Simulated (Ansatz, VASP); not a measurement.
Two plane-wave programs on HgTe

Contents of INCAR:

```
SYSTEM = HgTe
ALGO     = Normal         ! electronic algorithm
EDIFF    = 1E-6           ! SCF threshold, eV
ENCUT    = 520            ! plane-wave cutoff, eV
GGA      = PS             ! functional
GGA_COMPAT= .FALSE.      
ISIF     = 2              ! what is computed and relaxed
ISMEAR   = -1             ! smearing method
LASPH    = .TRUE.         ! aspherical terms in the spheres
LCHARG   = .TRUE.         ! write CHGCAR
LORBIT   = 11             ! projections on sites
LORBMOM  = .TRUE.       
LREAL    = .FALSE.        ! projectors in reciprocal space
LSORBIT  = .TRUE.         ! spin-orbit coupling
LVHAR    = .TRUE.       
LWAVE    = .FALSE.        ! write WAVECAR
MAGMOM   = 0 0 0 0 0 0    ! initial moments
NBANDS   = 30             ! bands
NELM     = 150            ! most SCF steps
PREC     = Accurate       ! precision mode
SIGMA    = 0.05           ! smearing width, eV
```

The input KPOINTS:

```
k-points
0
G
  7 7 7
  0 0 0
```

File POSCAR:

```
HgTe
1.0
    0.0000000000      3.2145000000      3.2145000000
    3.2145000000      0.0000000000      3.2145000000
    3.2145000000      3.2145000000      0.0000000000
Hg Te
1 1
Direct
    0.0000000000      0.0000000000      0.0000000000
    0.7500000000      0.7500000000      0.7500000000
```

Contents of input.yaml:

```yaml
crystal:
  lattice:
    - [0.0, 3.2145, 3.2145]
    - [3.2145, 0.0, 3.2145]
    - [3.2145, 3.2145, 0.0]
  atoms:
    - { symbol: Hg, position: [0.0, 0.0, 0.0] }
    - { symbol: Te, position: [0.75, 0.75, 0.75] }
hamiltonian:
  xc: pbesol
  pseudopotentials: { kind: paw_fr }
magnetization:
  noncollinear: true
  spin_orbit: true
kpoints:
  mp_grid: { grid: [7, 7, 7] }
  band_path:
    path:
      - [[0.0, 0.0, 0.0], [0.5, 0.0, 0.5], [0.5, 0.25, 0.75], [0.375, 0.375, 0.75], [0.0, 0.0, 0.0], [0.5, 0.5, 0.5], [0.625, 0.25, 0.625], [0.5, 0.25, 0.75], [0.5, 0.5, 0.5], [0.375, 0.375, 0.75]]
      - [[0.625, 0.25, 0.625], [0.5, 0.0, 0.5]]
    npoints: 14
scf:
  occupations: { method: fermi_dirac, width: 0.05 }
  n_extra_bands: 6
output:
  forces: true
  stress: true
  eigenvalues: true
  fatbands: false
```

Alike in both runs: functional PBEsol; k mesh 7 × 7 × 7; occupations fermi-dirac, width 0.05 eV; non-collinear spin, spin-orbit coupling.

|  | VASP | Ansatz |
| --- | --- | --- |
| version | VASP 6.6.1 | Ansatz 0.2.0 |
| potentials or method | VASP PAW PBE potentials, release 64 (Hg, Te) | Ansatz PAW |
| plane-wave cutoff (eV) | 520 | 420 |
| valence electrons in the cell | 18 | 36 |
| task | single point | band structure |

|  | VASP | Ansatz | Ansatz less VASP |
| --- | --- | --- | --- |
| pressure (GPa) | 1.6 | 1.3 | -0.31 |

VASP's potentials were made for PBE, not for PBEsol. With one functional, cell and mesh, what is left measures potentials, basis and numerics. VASP's potentials hold 18 valence electrons a cell and Ansatz's 36, so a difference there can come from the potentials and not from the codes.
